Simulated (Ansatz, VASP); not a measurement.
# Cu: VASP beside Ansatz

```
Cu
1.0
     2.61831    0.00000    0.00000
    -1.30916    2.26752    0.00000
     0.00000    0.00000    3.78974
Cu
2
Direct
  0.33333 0.66667 0.25000
  0.66667 0.33333 0.75000
```

Alike in both runs: task single point; functional PBE; k mesh 21 × 21 × 12; occupations gaussian, width 0.15 eV; no spin polarisation.

|  | VASP | Ansatz |
| --- | --- | --- |
| version | VASP 6.6.1 | Ansatz 0.2.0 |
| potentials or method | VASP PAW PBE potentials, release 64 (Cu), cutoff 520 eV | scalar-relativistic, plane waves, PAW |
| valence electrons in the cell | 22 | 38 |

```tsv
	VASP	Ansatz	Ansatz less VASP
gap on the k mesh at the Fermi level (eV)	none	none	-
pressure (GPa)	14.3	12.9	-1.41
traceless stress, the component that is largest in VASP (GPa)	14.26	14.40	+0.138
```

A gap of «none» marks a metal or a gap that the smearing closes. VASP's potentials hold 22 valence electrons a cell and Ansatz's 38, so a difference there can come from the potentials and not from the codes.
